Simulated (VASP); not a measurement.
# Cl (Cmmm) in VASP: single point with LDA

Aim: the single point of Cl with LDA.

All numbers are computed with VASP 6.6.1; they aren't measurements. Logs are shortened: lines on timing, memory, paths and dates and some standing lists are left out, and cuts for length are marked.

**1. The cell of the first run**

It takes space group Cmmm (No. 65, orthorhombic). The conventional cell has a = 4.380 Å, b = 9.239 Å, c = 4.334 Å, α = 90.00°, β = 90.00°, γ = 90.00°. Cl (site symmetry m2m) has 1 Cl at 2.01 Å within 2.7 Å.

**2. Single point, LDA**

File POSCAR:

```
Cl
1.0
    2.1901427851     -4.6193407658      0.0000000000
    2.1901427851      4.6193407658      0.0000000000
    0.0000000000      0.0000000000      4.3335546010
Cl
2
Direct
    0.6089612639      0.3910387361      0.0000000000
    0.3910387361      0.6089612639      0.0000000000
```

File INCAR.step1:

```
SYSTEM = Cl
ALGO = Normal ; EDIFF = 1E-7
ENCUT = 520 ; ISIF = 2
ISMEAR = 0 ; LASPH = .TRUE.
LCHARG = .TRUE. ; LREAL = .FALSE.
LWAVE = .FALSE. ; NBANDS = 14
NELM = 80 ; PREC = Accurate
SIGMA = 0.02
```

File KPOINTS.step1:

```
k-points
0
G
  8 8 6
  0 0 0
```

File INCAR.step2:

```
SYSTEM = Cl
ALGO = Normal ; EDIFF = 1E-7
ENCUT = 520 ; ICHARG = 11
ISIF = 2 ; ISMEAR = -5
LASPH = .TRUE. ; LCHARG = .FALSE.
LORBIT = 11 ; LREAL = .FALSE.
LWAVE = .FALSE. ; NEDOS = 1001
NELM = 80 ; PREC = Accurate
SIGMA = 0.02
```

File KPOINTS.step2:

```
k-points
0
G
  12 12 9
  0 0 0
```

Potentials or basis: VASP PAW LDA potentials, release 64 (Cl).

Run with:

```
> cat potpaw_LDA.64/Cl/POTCAR > POTCAR
> cp INCAR.step1 INCAR
> cp KPOINTS.step1 KPOINTS
> mpirun -np 1 vasp_std > vasp.out
> cp INCAR.step2 INCAR
> cp KPOINTS.step2 KPOINTS
> mpirun -np 1 vasp_std > vasp.out
```

OUTCAR:

```text
SYSTEM = Cl
   EDIFF = 1E-7
   ENCUT = 520
   ICHARG = 11
   ISIF = 2
   ISMEAR = -5
   LASPH = .TRUE.
   LORBIT = 11
   LREAL = .FALSE.
   NELM = 80
   PREC = Accurate

 ion  position               nearest neighbor table
   1  0.609  0.391  0.000-   2 2.01
   2  0.391  0.609  0.000-   1 2.01

  LATTYP: Found a base centered orthorhombic cell.
 ALAT       =     4.3802855702
 B/A-ratio  =     2.1091505071
 C/A-ratio  =     0.9893315245

  Lattice vectors:

 A1 = (   2.1901427851,  -4.6193407658,   0.0000000000)
 A2 = (   2.1901427851,   4.6193407658,   0.0000000000)
 A3 = (   0.0000000000,   0.0000000000,   4.3335546010)

Analysis of symmetry for initial positions (statically):
=====================================================================
 Subroutine PRICEL returns:
 Original cell was already a primitive cell.

 Routine SETGRP: Setting up the symmetry group for a
 base centered orthorhombic supercell.

 Subroutine GETGRP returns: Found  8 space group operations
 (whereof  8 operations were pure point group operations)
 out of a pool of  8 trial point group operations.

The static configuration has the point symmetry D_2h.

Analysis of symmetry for dynamics (positions and initial velocities):
=====================================================================
 Subroutine PRICEL returns:
 Original cell was already a primitive cell.

 Routine SETGRP: Setting up the symmetry group for a
 base centered orthorhombic supercell.

 Subroutine GETGRP returns: Found  8 space group operations
 (whereof  8 operations were pure point group operations)
 out of a pool of  8 trial point group operations.

The dynamic configuration has the point symmetry D_2h.

 Subroutine INISYM returns: Found  8 space group operations
 (whereof  8 operations are pure point group operations),
 and found     1 'primitive' translations

----------------------------------------------------------------------------------------

                                     Primitive cell

  volume of cell :      87.6853

  direct lattice vectors                    reciprocal lattice vectors
     2.190142785 -4.619340766  0.000000000     0.228295618 -0.108240553  0.000000000
     2.190142785  4.619340766  0.000000000     0.228295618  0.108240553  0.000000000
     0.000000000  0.000000000  4.333554601     0.000000000  0.000000000  0.230757448

  length of vectors
     5.112243591  5.112243591  4.333554601     0.252655707  0.252655707  0.230757448

  position of ions in fractional coordinates (direct lattice)
     0.608961264  0.391038736  0.000000000
     0.391038736  0.608961264  0.000000000

  ion indices of the primitive-cell ions
   primitive index   ion index
                 1           1
                 2           2

----------------------------------------------------------------------------------------

 KPOINTS: k-points

Automatic generation of k-mesh.
 Grid dimensions read from file:
 generate k-points for:   12   12    9

 Generating k-lattice:

  Cartesian coordinates                     Fractional coordinates (reciprocal lattice)
     0.019024635 -0.009020046  0.000000000     0.083333333  0.000000000  0.000000000
     0.019024635  0.009020046  0.000000000     0.000000000  0.083333333  0.000000000
     0.000000000  0.000000000  0.025639716     0.000000000  0.000000000  0.111111111

  Length of vectors
     0.021054642  0.021054642  0.025639716

  Shift w.r.t. Gamma in fractional coordinates (k-lattice)
     0.000000000  0.000000000  0.000000000

 TETIRR: Found   1950 inequivalent tetrahedra from     7776

 Subroutine IBZKPT returns following result:
 ===========================================

 Found    215 irreducible k-points:

 Following reciprocal coordinates:
            Coordinates               Weight
  0.000000  0.000000  0.000000      1.000000
  0.083333 -0.000000  0.000000      4.000000
  0.166667  0.000000  0.000000      4.000000
  0.250000 -0.000000  0.000000      4.000000
  0.333333 -0.000000  0.000000      4.000000
  0.416667 -0.000000  0.000000      4.000000
[... 16 lines left out ...]
  0.500000  0.166667  0.000000      4.000000
 -0.416667  0.166667  0.000000      4.000000
 [... further k-points ...]
   k-points           NKPTS =    215   k-points in BZ     NKDIM =    215   number of bands    NBANDS=     11
   number of dos      NEDOS =   1001   number of ions     NIONS =      2
   total plane-waves  NPLWV =  51200
   dimension x,y,z NGX =    40 NGY =   40 NGZ =   32
   dimension x,y,z NGXF=    80 NGYF=   80 NGZF=   64
   ions per type =               2
   NGX,Y,Z   is equivalent  to a cutoff of  13.01, 13.01, 12.28 a.u.
   NGXF,Y,Z  is equivalent  to a cutoff of  26.02, 26.02, 24.55 a.u.
 SYSTEM =  Cl
   PREC   = accura    normal or accurate (medium, high low for compatibility)
   ISTART =      0    job   : 0-new  1-cont  2-samecut
   ICHARG =     11    charge: 1-file 2-atom 10-const
   ISPIN  =      1    spin polarized calculation?
   LNONCOLLINEAR =      F non collinear calculations
   LSORBIT =      F    spin-orbit coupling
   LASPH  =      T    aspherical Exc in radial PAW
   ENCUT  =  520.0 eV  38.22 Ry    6.18 a.u.   9.51  9.51  8.06*2*pi/ulx,y,z
   NELM   =     80;   NELMIN=  2; NELMDL=  0     # of ELM steps
   EDIFF  = 0.1E-06   stopping-criterion for ELM
   LREAL  =      F    real-space projection
   EDIFFG = 0.1E-05   stopping-criterion for IOM
   NSW    =      0    number of steps for IOM
   IBRION =     -1    ionic relax: 0-MD 1-quasi-New 2-CG
   NFREE  =      0    steps in history (QN), initial steepest desc. (CG)
   ISIF   =      2    stress and relaxation
   ISYM   =      2    0-nonsym 1-usesym 2-fastsym
   POTIM  = 0.5000    time-step for ionic-motion
   TEBEG  =    0.0;   TEEND  =   0.0 temperature during run
   PSTRESS=    0.0 pullay stress
   NELECT =      14.0000    total number of electrons
   NUPDOWN=      -1.0000    fix difference up-down
   EMIN   =  10.00;   EMAX   =-10.00  energy-range for DOS
   EFERMI =   0.00;   METHOD = LEGACY
   ISMEAR =    -5;   SIGMA  =   0.02  broadening in eV -4-tet -1-fermi 0-gaus
   EFERMI_NEDOS =   21; number of points for ismear=-14 and -15
   IALGO  =     38    algorithm
   IMIX   =      4    mixing-type and parameters
     AMIX     =   0.40;   BMIX     =  1.00
     AMIX_MAG =   1.60;   BMIX_MAG =  1.00
  volume/ion in A,a.u.               =      43.84       295.86
  Fermi-wavevector in a.u.,A,eV,Ry     =   0.888127  1.678317 10.731872  0.788770
  Thomas-Fermi vector in A             =   2.009516
   LORBIT       =     11    0 simple, 1 ext, 2 COOP (PROOUT), +10 PAW based schemes
   GGA     = CA    functional components
   LHFCALC =     F    Hartree Fock is set to
   AEXX    =    0.0000 exact exchange contribution
   IVDW    =     0    specifies the selected vdW correction
   LEPSILON=     F    determine dielectric tensor
   LRPA    =     F    only Hartree local field effects (RPA)
 non-spin polarized calculation
 Fermi weights with tetrahedron method with Bloechl corrections
  energy-cutoff  :      520.00
  volume of cell :       87.69
 maximum number of plane-waves:      2386
 NGX is ok and might be reduce to    40

 number of electron      14.0000000 magnetization

 Free energy of the ion-electron system (eV)
  ---------------------------------------------------
  ext. energy  EPLUGINS =         0.00000000
  ---------------------------------------------------
  free energy    TOTEN  =        -4.20060647 eV

  energy without entropy =       -4.20060647  energy(sigma->0) =       -4.20060647

 E-fermi :  -2.7568     XC(G=0):  -6.4063

 val. band max:       -2.7713486024   @ k =   0.5000   0.5000   0.4444
 cond. band min:      -1.1150955113   @ k =   0.5000   0.5000   0.0000
 fundamental gap:      1.6562530911
 Fermi energy:        -2.7567906503

 k-point     1 :       0.0000    0.0000    0.0000
  band No.  band energies     occupation
      1     -19.4055      2.00000
      2     -15.0171      2.00000
      3      -8.4598      2.00000
      4      -5.7751      2.00000
      5      -5.5544      2.00000
      6      -3.6245      2.00000
      7      -2.9270      2.00000
      8       0.1538      0.00000
      9       2.5355      0.00000
     10       6.0267      0.00000
     11       7.8098      0.00000

 k-point     2 :       0.0833   -0.0000    0.0000
  band No.  band energies     occupation
      1     -19.4001      2.00000
      2     -15.0308      2.00000
      3      -8.4309      2.00000
      4      -5.7666      2.00000
      5      -5.5953      2.00000
      6      -3.6252      2.00000
      7      -2.9377      2.00000
      8       0.1260      0.00000
      9       2.6363      0.00000
     10       6.1040      0.00000
     11       7.5038      0.00000

 k-point     3 :       0.1667    0.0000    0.0000
  band No.  band energies     occupation
      1     -19.3852      2.00000
      2     -15.0679      2.00000
      3      -8.3511      2.00000
      4      -5.7430      2.00000
      5      -5.7082      2.00000
      6      -3.6192      2.00000
      7      -2.9672      2.00000
      8       0.0435      0.00000
      9       2.9189      0.00000
     10       6.3041      0.00000
     11       7.1583      0.00000

 k-point     4 :       0.2500   -0.0000    0.0000
  band No.  band energies     occupation
      1     -19.3645      2.00000
      2     -15.1182      2.00000
      3      -8.2389      2.00000
      4      -5.8660      2.00000
      5      -5.7100      2.00000
      6      -3.5915      2.00000
      7      -3.0080      2.00000
      8      -0.0893      0.00000
      9       3.3410      0.00000
     10       6.4993      0.00000
     11       6.9588      0.00000

 k-point     5 :       0.3333   -0.0000    0.0000
  band No.  band energies     occupation
      1     -19.3435      2.00000
      2     -15.1681      2.00000
      3      -8.1213      2.00000
      4      -6.0291      2.00000
      5      -5.6761      2.00000
      6      -3.5394      2.00000
      7      -3.0495      2.00000
      8      -0.2502      0.00000
      9       3.8612      0.00000
     10       6.4137      0.00000
     11       6.9323      0.00000
[... 211 lines left out ...]
 k-point    21 :       0.3333    0.1667    0.0000
  band No.  band energies     occupation
      1     -19.3222      2.00000
      2     -15.2173      2.00000
      3      -8.0252      2.00000
      4      -6.0977      2.00000
      5      -5.6412      2.00000
      6      -3.6296      2.00000
      7      -3.0916      2.00000
      8      -0.2829      0.00000
      9       4.7093      0.00000
     10       5.7640      0.00000
     11       6.8784      0.00000

 k-point    22 :       0.4167    0.1667    0.0000
  band No.  band energies     occupation
      1     -19.3125      2.00000
      2     -15.2600      2.00000
      3      -7.9186      2.00000
      4      -6.1448      2.00000
      5      -5.6264      2.00000
      6      -3.4828      2.00000
      7      -3.1292      2.00000
      8      -0.4550      0.00000
      9       4.7959      0.00000
     10       5.6048      0.00000
     11       6.4796      0.00000

 k-point    23 :       0.5000    0.1667    0.0000
  band No.  band energies     occupation
      1     -19.3127      2.00000
      2     -15.2797      2.00000
      3      -7.8655      2.00000
      4      -6.1255      2.00000
      5      -5.6281      2.00000
      6      -3.3452      2.00000
      7      -3.1469      2.00000
      8      -0.5623      0.00000
      9       4.2487      0.00000
     10       5.9642      0.00000
     11       6.2022      0.00000

 k-point    24 :      -0.4167    0.1667    0.0000
  band No.  band energies     occupation
      1     -19.3230      2.00000
      2     -15.2715      2.00000
      3      -7.8863      2.00000
      4      -6.0341      2.00000
      5      -5.6460      2.00000
      6      -3.2674      2.00000
      7      -3.1399      2.00000
      8      -0.5644      0.00000
      9       3.6946      0.00000
     10       5.8006      0.00000
     11       6.4447      0.00000

 [... further k-points ...]

------------------------ aborting loop because EDIFF is reached ----------------------------------------

  FORCE on cell =-STRESS in cart. coord.  units (eV):
  Direction    XX          YY          ZZ          XY          YZ          ZX
  --------------------------------------------------------------------------------------
  -------------------------------------------------------------------------------------
  Total       -0.5416457     -1.7019709     -0.2394373      0.0000000      0.0000000      0.0000000
  in kB       -9.8968993    -31.0982537     -4.3749770      0.0000000      0.0000000      0.0000000
  external PRESSURE =     -15.1233767 kB  Pullay stress =       0.0000000 kB

 VOLUME and BASIS-vectors are now :
 -----------------------------------------------------------------------------
  energy-cutoff  :      520.00
  volume of cell :       87.69
      direct lattice vectors                 reciprocal lattice vectors
     2.190142785 -4.619340766  0.000000000     0.228295618 -0.108240553  0.000000000
     2.190142785  4.619340766  0.000000000     0.228295618  0.108240553  0.000000000
     0.000000000  0.000000000  4.333554601     0.000000000  0.000000000  0.230757448

 POSITION                                       TOTAL-FORCE (eV/Angst)
 -----------------------------------------------------------------------------------
      2.19014     -1.00666      0.00000         0.000000      0.380522      0.000000
      2.19014      1.00666      0.00000         0.000000     -0.380522      0.000000
 -----------------------------------------------------------------------------------
    total drift:                               -0.000000     -0.000000     -0.000000

  FREE ENERGIE OF THE ION-ELECTRON SYSTEM (eV)
  ---------------------------------------------------
  free  energy   TOTEN  =        -4.2006064739 eV

  energy  without entropy=       -4.2006064739  energy(sigma->0) =       -4.20060647

 total charge

# of ion       s       p       d       tot
------------------------------------------
    1        1.615   3.356   0.000   4.971
    2        1.615   3.356   0.000   4.971
--------------------------------------------------
tot          3.230   6.712   0.000   9.942
```

Run time: 2.6 min. Hardware: 1 thread of Intel Xeon Platinum 8124M at 3.00GHz (Skylake/Cascade Lake), shared host; peak memory 0.28 GiB.

Results:

```
Valence electrons inside the program's atomic spheres : Cl 4.97
```
